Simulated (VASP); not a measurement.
# Si (Imma) in VASP: single point with HSE06

Aim: the single point of Si with HSE06.

Program: VASP 6.6.1. These are calculated values, not measurements. Logs are shortened: lines on timing, memory, paths and dates and some standing lists are left out, and cuts for length are marked.

### Step 1. The cell of the first run

The structure is orthorhombic, space group Imma (No. 74). Conventional cell: a = 3.735 Å, b = 3.965 Å, c = 5.444 Å, α = 90.00°, β = 90.00°, γ = 90.00°. Si (site symmetry mm2) has 4 Si at 2.33 to 2.38 Å within 3.1 Å.

### Step 2. Single point, HSE06 (shear xy strain +6.0%)

The input, POSCAR:

```
Si
1.0
    0.0813913802      2.7221197378      2.7221197378
    2.7221197378      0.0813913802      2.7221197378
    2.8035111179      2.8035111179     -0.0000000001
Si
2
Direct
    0.2462513698      0.2462513698      0.2537486302
    0.0037486302      0.0037486302     -0.0037486302
```

The input, INCAR.step1:

```
SYSTEM = Si
ALGO = Normal ; EDIFF = 1E-5
ENCUT = 520 ; GGA = PE
ISIF = 2 ; ISMEAR = -1
LASPH = .True. ; LCHARG = .False.
LREAL = .False. ; LWAVE = .True.
NBANDS = 11 ; NELM = 100
PREC = Accurate ; SIGMA = 0.02
```

The input, INCAR.step2:

```
SYSTEM = Si
ALGO = Normal ; EDIFF = 1E-7
ENCUT = 520 ; GGA = PE
HFSCREEN = 0.2079 ; ISIF = 2
ISMEAR = -1 ; ISTART = 1
LASPH = .True. ; LCHARG = .False.
LHFCALC = .True. ; LREAL = .False.
LWAVE = .False. ; NBANDS = 11
NELM = 100 ; PREC = Accurate
PRECFOCK = Normal ; SIGMA = 0.02
```

The input, KPOINTS:

```
k-points
0
Gamma
  6 6 6
  0 0 0
```

Potentials or basis: VASP PAW PBE potentials, release 64 (Si).

On the command line:

```console
$ cat potpaw_PBE.64/Si/POTCAR > POTCAR
$ cp INCAR.step1 INCAR
$ mpirun -np 1 vasp_std > vasp.out
$ cp INCAR.step2 INCAR
$ mpirun -np 1 vasp_std > vasp.out
```

OUTCAR:

```text
SYSTEM = Si
   EDIFF = 1E-7
   ENCUT = 520
   GGA = PE
   HFSCREEN = 0.2079
   ISIF = 2
   ISMEAR = -1
   ISTART = 1
   LASPH = .True.
   LHFCALC = .True.
   LREAL = .False.
   NELM = 100
   PREC = Accurate
   PRECFOCK = Normal

 ion  position               nearest neighbor table
   1  0.246  0.246  0.254-   2 2.33   2 2.33   2 2.38   2 2.38
   2  0.004  0.004  0.996-   1 2.33   1 2.33   1 2.38   1 2.38

  LATTYP: Found a body centered orthorhombic cell.
 ALAT       =     3.7345538579
 B/A-ratio  =     1.0616431296
 C/A-ratio  =     1.4578018374

  Lattice vectors:

 A1 = (   2.7221197377,   0.0813913801,  -2.7221197379)
 A2 = (  -2.7221197378,  -0.0813913802,  -2.7221197378)
 A3 = (   0.0813913802,   2.7221197378,   2.7221197378)

Analysis of symmetry for initial positions (statically):
=====================================================================
 Subroutine PRICEL returns:
 Original cell was already a primitive cell.

 Routine SETGRP: Setting up the symmetry group for a
 body centered orthorhombic supercell.

 Subroutine GETGRP returns: Found  8 space group operations
 (whereof  4 operations were pure point group operations)
 out of a pool of  8 trial point group operations.

The static configuration has the point symmetry C_2v.
 The point group associated with its full space group is D_2h.

Analysis of symmetry for dynamics (positions and initial velocities):
=====================================================================
 Subroutine PRICEL returns:
 Original cell was already a primitive cell.

 Routine SETGRP: Setting up the symmetry group for a
 body centered orthorhombic supercell.

 Subroutine GETGRP returns: Found  8 space group operations
 (whereof  4 operations were pure point group operations)
 out of a pool of  8 trial point group operations.

The dynamic configuration has the point symmetry C_2v.
 The point group associated with its full space group is D_2h.

 Subroutine INISYM returns: Found  8 space group operations
 (whereof  4 operations are pure point group operations),
 and found     1 'primitive' translations

----------------------------------------------------------------------------------------

                                     Primitive cell

  volume of cell :      40.3054

  direct lattice vectors                    reciprocal lattice vectors
     0.081391380  2.722119738  2.722119738    -0.189341701  0.189341701  0.183680384
     2.722119738  0.081391380  2.722119738     0.189341701 -0.189341701  0.183680384
     2.803511118  2.803511118 -0.000000000     0.178347786  0.178347786 -0.183680384

  length of vectors
[... 103 lines left out ...]
  volume/ion in A,a.u.               =      20.15       136.00
  Fermi-wavevector in a.u.,A,eV,Ry     =   0.954957  1.804607 12.407732  0.911943
  Thomas-Fermi vector in A             =   2.083751
   LORBIT       =      0    0 simple, 1 ext, 2 COOP (PROOUT), +10 PAW based schemes
   GGA     = PE    functional components
   LHFCALC =     T    Hartree Fock is set to
   PRECFOCK=normal    Normal, Fast or Accurate (Low or Medium for compatibility)
   ENCUT4O =  -1.0   cutoff for four orbital integrals eV
   NKREDX  =     1    reduce k-point grid by
   NKREDY  =     1    reduce k-point grid by
   NKREDZ  =     1    reduce k-point grid by
   AEXX    =    0.2500 exact exchange contribution
   HFSCREEN=    0.2079 screening length (either q_TF or 0.3 A-1)
   HFSCREENC=   0.2079 screening length for correlation (either q_TF or 0.3 A-1)
   ENCUTFOCK=  -1.0 apply spherical cutoff to Coloumb kernel
   IVDW    =     0    specifies the selected vdW correction
   LEPSILON=     F    determine dielectric tensor
   LRPA    =     F    only Hartree local field effects (RPA)
 non-spin polarized calculation
  energy-cutoff  :      520.00
  volume of cell :       40.31
 maximum number of plane-waves:      1099
 NGX is ok and might be reduce to    30
  NGX = 24; NGY = 24; NGZ = 24

 number of electron       8.0000000 magnetization

 Free energy of the ion-electron system (eV)
  ---------------------------------------------------
  ext. energy  EPLUGINS =         0.00000000
  ---------------------------------------------------
  free energy    TOTEN  =       -12.49570715 eV

  energy without entropy =      -12.49570714  energy(sigma->0) =      -12.49570714

 E-fermi :   5.9918     XC(G=0):  -7.8296

 val. band max:        5.7125646889   @ k =   0.0000   0.0000   0.0000
 cond. band min:       6.2707964159   @ k =   0.5000   0.5000  -0.0000
 fundamental gap:      0.5582317270
 Fermi energy:         5.9917620559

 k-point     1 :       0.0000    0.0000    0.0000
  band No.  band energies     occupation
      1      -7.8278      2.00000
      2       5.1547      2.00000
      3       5.3840      2.00000
      4       5.7126      2.00000
      5       8.3898      0.00000
      6       8.4000      0.00000
      7       9.1140      0.00000
      8       9.9935      0.00000
      9      14.1881      0.00000
     10      14.2179      0.00000
     11      14.2379      0.00000
[... 309 lines left out ...]
 k-point    24 :       0.5000    0.5000    0.1667
  band No.  band energies     occupation
      1      -4.4885      2.00000
      2      -1.8804      2.00000
      3       1.3250      2.00000
      4       3.0384      2.00000
      5       7.4706      0.00000
      6       8.2932      0.00000
      7      14.0207      0.00000
      8      14.0875      0.00000
      9      17.4211      0.00000
     10      17.5170      0.00000
     11      19.0975      0.00000

 [... further k-points ...]

------------------------ aborting loop because EDIFF is reached ----------------------------------------

  FORCE on cell =-STRESS in cart. coord.  units (eV):
  Direction    XX          YY          ZZ          XY          YZ          ZX
  --------------------------------------------------------------------------------------
  -------------------------------------------------------------------------------------
  Total       -0.0908065     -0.0908065     -0.1513724     -1.2341667      0.0000000      0.0000000
  in kB       -3.6096452     -3.6096452     -6.0171930    -49.0592794      0.0000000      0.0000000
  external PRESSURE =      -4.4121611 kB  Pullay stress =       0.0000000 kB

 VOLUME and BASIS-vectors are now :
 -----------------------------------------------------------------------------
  energy-cutoff  :      520.00
  volume of cell :       40.31
      direct lattice vectors                 reciprocal lattice vectors
     0.081391380  2.722119738  2.722119738    -0.189341701  0.189341701  0.183680384
     2.722119738  0.081391380  2.722119738     0.189341701 -0.189341701  0.183680384
     2.803511118  2.803511118 -0.000000000     0.178347786  0.178347786 -0.183680384

 POSITION                                       TOTAL-FORCE (eV/Angst)
 -----------------------------------------------------------------------------------
      1.40176      1.40176      1.34065         0.000000      0.000000      0.008103
      2.80351      2.80351      0.02041        -0.000000     -0.000000     -0.008103
 -----------------------------------------------------------------------------------
    total drift:                                0.000000      0.000000      0.000000

  FREE ENERGIE OF THE ION-ELECTRON SYSTEM (eV)
  ---------------------------------------------------
  free  energy   TOTEN  =       -12.4957071455 eV

  energy  without entropy=      -12.4957071407  energy(sigma->0) =      -12.49570714
```

OSZICAR.step1:

```text
N       E                     dE             d eps       ncg     rms          rms(c)
DAV:   1     0.621402501697E+01    0.62140E+01   -0.31688E+03  1020   0.557E+02
DAV:   2    -0.104576894142E+02   -0.16672E+02   -0.16012E+02  1353   0.839E+01
DAV:   3    -0.109739246042E+02   -0.51624E+00   -0.51475E+00  1290   0.122E+01
DAV:   4    -0.109782109424E+02   -0.42863E-02   -0.42856E-02  1199   0.143E+00
DAV:   5    -0.109782509186E+02   -0.39976E-04   -0.39976E-04  1291   0.128E-01    0.486E+00
DAV:   6    -0.108465602550E+02    0.13169E+00   -0.78063E-02  1155   0.118E+00    0.295E+00
DAV:   7    -0.107884598571E+02    0.58100E-01   -0.14750E-01  1187   0.172E+00    0.212E-01
DAV:   8    -0.107896419619E+02   -0.11821E-02   -0.10365E-02  1153   0.560E-01    0.123E-01
DAV:   9    -0.107895394807E+02    0.10248E-03   -0.49160E-04  1247   0.126E-01    0.765E-02
DAV:  10    -0.107896477310E+02   -0.10825E-03   -0.17219E-04  1137   0.734E-02    0.169E-02
DAV:  11    -0.107896513947E+02   -0.36636E-05   -0.32206E-05  1226   0.304E-02
   1 F= -.10789651E+02 E0= -.10789526E+02  d E =-.251508E-03
```

Run time: 35 min. Hardware: 1 thread of AMD EPYC 7R13 (Zen 3), shared host; peak memory 0.25 GiB.

What came out:

* Free energy: -12.4957 eV
* Pressure: -0.4 GPa
* Largest force: 0.008 eV/Å
* Band gap on the k mesh: 0.56 eV (least direct gap 2.68 eV)

Forces on the atoms (eV/Å):
```
Si   0.000  0.000  0.008
Si   0.000  0.000 -0.008
```

Caveat: the cell differs from its parent crystal (shear xy strain +6.0%); the PAW data sets were made with another functional, which shifts forces and pressure a little.
